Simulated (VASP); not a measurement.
Runs of VASP 6.6.1 on Os. The structure is that of space group P6_3/mmc (No. 194), or close to it. The cells are those of the table. 

```tsv
cell	k mesh	gap on the mesh (eV)	pressure (GPa)
a = 2.604, b = 2.604, c = 8.361 Å, angles 90.0, 90.0, 120.0°, 4 atoms	15 × 15 × 4	none	76.6
a = 2.753, b = 2.753, c = 8.840 Å, angles 90.0, 90.0, 120.0°, 4 atoms	15 × 15 × 4	none	-15.3
a = 2.681, b = 2.681, c = 8.607 Å, angles 90.0, 90.0, 120.0°, 4 atoms	15 × 15 × 4	none	20.1
a = 2.717, b = 2.717, c = 8.725 Å, angles 90.0, 90.0, 120.0°, 4 atoms	17 × 17 × 5	none	0.4
a = 2.717, b = 2.717, c = 8.725 Å, angles 90.0, 90.0, 120.0°, 4 atoms	13 × 13 × 4	none	0.5
a = 2.788, b = 2.788, c = 8.952 Å, angles 90.0, 90.0, 120.0°, 4 atoms	15 × 15 × 4	none	(b)
a = 2.717, b = 2.717, c = 8.725 Å, angles 90.0, 90.0, 120.0°, 4 atoms	15 × 15 × 4	none	0.3
a = 2.643, b = 2.643, c = 8.486 Å, angles 90.0, 90.0, 120.0°, 4 atoms	15 × 15 × 4	none	(a)
```

Alike in all rows: task single point; level PBEsol; potentials or basis VASP PAW PBE potentials, release 64 (Os); no spin polarisation; cutoff (eV) 520; smearing fermi-dirac 0.1 eV.

Q: Estimate the missing entries.

A: (a) 45.1; (b) -27.6.

Caveats: the PAW data sets were made with another functional, which shifts forces and pressure a little; spin-orbit coupling is left out, which moves the levels of the heavy elements; the cell stands under tension (at least some runs); the cell stands under pressure (at least some runs); the stress differs along the axes, from 75 to 80 GPa (at least some runs).

A k mesh can miss the band edges, and the runs leave out spin-orbit coupling on Os.

A gap of «none» marks levels without a gap at the run's occupations.
